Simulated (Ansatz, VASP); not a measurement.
## One calculation of Li2TaO2, two programs

```
Li Ta O
1.0
     2.91042    0.00000    0.00000
     0.00000    2.91042    0.00000
     0.00000    0.00000    5.11102
Li Ta O
2 1 2
Direct
  0.00000 0.50000 0.50000
  0.50000 0.00000 0.50000
  0.00000 0.00000 0.00000
  0.50000 0.50000 0.23055
  0.50000 0.50000 0.76945
```

Change from the starting cell: species swapped into the CeMg2Si2 type (P4/mmm, No. 123).

Alike in both runs: functional PBE; k mesh 6 × 6 × 4; occupations gaussian, width 0.1 eV; no spin polarisation.

Ansatz relaxed the structure, and its values are those at the end. VASP's run is a single point on that final structure, the one shown.

|  | VASP | Ansatz |
| --- | --- | --- |
| version | VASP 6.6.1 | Ansatz 0.2.0 |
| potentials or method | VASP PAW PBE potentials, release 64 (Li_sv, Ta_pv, O), cutoff 520 eV | scalar-relativistic, plane waves, PAW |
| valence electrons in the cell | 29 | 31 |

Ansatz gave:

| Quantity | Value |
| --- | --- |
| gap on the k mesh at the Fermi level (eV) | none |
| rms of the force components (eV/Å) | 0.005 |

Question: What did VASP give for the same quantities?

Answer: gap on the k mesh at the Fermi level (eV): none; rms of the force components (eV/Å): 0.002.

A gap of «none» marks a metal or a gap that the smearing closes. The functional is the same, so the differences come from potentials, cutoffs and numerics. VASP's potentials hold 29 valence electrons a cell and Ansatz's 31, so a difference there can come from the potentials and not from the codes.

Spin-orbit coupling is off throughout. Noted on VASP's run: the cutoff is short for stress, so the pressure is rough.
